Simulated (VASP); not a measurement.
Crystal: ScAl3N4.

```
Sc Al N
1.0
     3.22748    0.00000    0.00000
    -1.61374    2.79508    0.00000
     0.00000    0.00000   10.13630
Sc Al N
1 3 4
Direct
  0.33333 0.66667 0.12000
  0.66667 0.33333 0.42800
  0.66667 0.33333 0.93500
  0.33333 0.66667 0.68200
  0.66667 0.33333 0.24000
  0.66667 0.33333 0.74600
  0.33333 0.66667 0.49300
  0.00000 0.00000 0.00000
```

- Program: VASP 6.6.1
- Task: relaxation of cell and atoms
- Functional: PBE
- Potentials or basis: VASP PAW PBE potentials, release 64 (Sc_sv, Al, N)
- Cutoff: 600 eV
- k mesh: 4 × 4 × 2
- Occupations: gaussian, width 0.15 eV
- Spin: no spin polarisation

At the start: pressure -4.7 GPa; volume 11.43 Å³/atom.

Question: How do energy, volume and symmetry change on relaxing?

Answer: Over 14 steps the energy falls by 276.6 meV/atom and the volume is 11.14 Å³/atom (-2.6 %); space group P3m1 (No. 156, to 0.05 Å).

Step by step:
```csv
step,energy change (eV),largest force (eV/Å),pressure (GPa),volume (Å³)
1,0.0000,8.0429,-4.73,91.44
2,-1.4903,4.8362,7.21,87.04
3,-1.7816,2.7637,2.05,88.18
4,-1.9910,1.5760,1.43,88.83
5,-2.0603,1.4880,1.02,88.61
6,-2.1757,0.5895,-1.27,89.53
7,-2.1783,0.5609,-1.62,89.69
8,-2.2011,0.6063,0.81,88.68
9,-2.2044,0.4606,0.14,88.94
10,-2.2114,0.1361,0.46,88.83
11,-2.2114,0.1303,0.45,88.83
12,-2.2126,0.0958,-0.24,89.15
13,-2.2127,0.0873,-0.13,89.10
14,-2.2131,0.0619,-0.07,89.09
```

Final structure:
```
Sc Al N
1.0
     3.15951    0.00000    0.00000
    -1.57976    2.73622    0.00000
     0.00000    0.00000   10.30551
Sc Al N
1 3 4
Direct
  0.33333 0.66667 0.16129
  0.66667 0.33333 0.42919
  0.66667 0.33333 0.91860
  0.33333 0.66667 0.67318
  0.66667 0.33333 0.24857
  0.66667 0.33333 0.73561
  0.33333 0.66667 0.49066
  0.00000 0.00000 0.98690
```

Caveat: the k points lie up to 0.57 Å⁻¹ apart in the final cell; the relaxation stopped at a loose force limit of 0.08 eV/Å, so its end isn't a converged minimum.
